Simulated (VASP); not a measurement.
LiRe3, 4 atoms in the cell. The structure is cubic, space group Fm-3m (No. 225). Conventional cell: a = 6.106 Å, b = 6.106 Å, c = 6.106 Å, α = 90.00°, β = 90.00°, γ = 90.00°. Within 3.5 Å of Li (site symmetry m-3m) lie 14 Re at 2.64 to 3.05 Å. Within 3.5 Å of Re (site symmetry -43m) lie 4 Li at 2.64 Å and 10 Re at 2.64 to 3.05 Å. Re (site symmetry m-3m) has 8 Re at 2.64 Å and 6 Li at 3.05 Å within 3.5 Å. 

| Item | Value |
| --- | --- |
| Program | VASP 6.6.1 |
| Task | relaxation of cell and atoms |
| Functional | PBE |
| Potentials or basis | VASP PAW PBE potentials, release 64 (Li_sv, Re) |
| Cutoff | 600 eV |
| k mesh | 6 × 6 × 6 |
| Occupations | fermi-dirac, width 0.1 eV |
| Spin | no spin polarisation |
| Dipole correction | no |
| Further INCAR settings | ALGO = Normal; EDIFF = 1e-07; IBRION = 2; EDIFFG = -0.01; NSW = 80; ISIF = 3 |

Potentials or basis: VASP PAW PBE potentials, release 64 (Li_sv, Re).

Command:

```console
$ cat potpaw_PBE.64/Li_sv/POTCAR potpaw_PBE.64/Re/POTCAR > POTCAR
$ mpirun -np 1 vasp_std > vasp.out
```

Hardware: 1 thread of Intel(R) Xeon(R) Platinum 8559C (Emerald Rapids) (shared host).

How long does it take, and how much memory?

It took 36 s on 1 thread of Intel(R) Xeon(R) Platinum 8559C (Emerald Rapids), on a shared host, peak memory 0.21 GiB. Counts: scf iterations 35, k points 16, ion steps 3.
